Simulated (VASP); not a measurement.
Nd2Y2Cl:

```xyz
5
Lattice="4.9384 0.0000 0.0000 -2.4692 4.2768 0.0000 0.0000 0.0000 7.4649" Properties=species:S:1:pos:R:3 pbc="T T T"
Nd    0.0000    0.0000    6.0088
Nd    0.0000    0.0000    1.4561
Y     0.0000    2.8512    0.0000
Y     2.4692    1.4256    0.0000
Cl    0.0000    0.0000    3.7324
```

The cell was generated, and may not be a known phase.

```yaml
Program: VASP 6.6.1
Task: relaxation of cell and atoms
Functional: PBE
Potentials_or_basis: VASP PAW PBE potentials, release 64 (Nd_3, Y_sv, Cl), 4f in core
Cutoff: 500 eV
k_mesh: 4 × 4 × 2
Occupations: gaussian, width 0.2 eV
Spin: no spin polarisation
```

At the start: pressure 20.8 GPa; volume 31.53 Å³/atom.

Question: Where does the relaxation end?

Answer: Over 12 steps the energy falls by 884.9 meV/atom and the volume is 49.06 Å³/atom (+55.6 %); space group P6/mmm (No. 191, to 0.1 Å) before and after.

The path:
```
step  energy change (eV)  largest force (eV/Å)  pressure (GPa)  volume (Å³)
   1              0.0000                3.5556           20.81       157.66
   2             -3.6443                1.3953           -0.89       268.18
   3             -3.9031                1.8446            2.45       222.04
   4             -3.9266                1.8141            1.33       233.74
   5             -3.9284                1.8266            1.51       231.57
   6             -4.2966                0.8982           -0.34       250.74
   7             -4.3336                0.5020           -1.04       259.92
   8             -4.4131                0.1296           -0.25       250.19
   9             -4.4140                0.0751           -0.15       249.16
  10             -4.4196                0.0909           -0.04       247.18
  11             -4.4226                0.1155            0.12       244.38
  12             -4.4246                0.0581            0.00       245.30
```

Final structure:
```
Nd Y Cl
1.0
     5.59392    0.00000    0.00000
    -2.79696    4.84448    0.00000
     0.00000    0.00000    9.05191
Nd Y Cl
2 2 1
Direct
  0.00000 0.00000 0.80414
  0.00000 0.00000 0.19586
  0.33333 0.66667 0.00000
  0.66667 0.33333 0.00000
  0.00000 0.00000 0.50000
```

Caveat: the k points lie up to 0.35 Å⁻¹ apart in the final cell, too coarse for converged energies and pressures of a metal; the volume moved by over 15 % at a fixed basis, so the end points are rough; the run has no spin polarisation, though such a crystal can be magnetic; the relaxation stopped at a loose force limit of 0.08 eV/Å, so its end isn't a converged minimum.
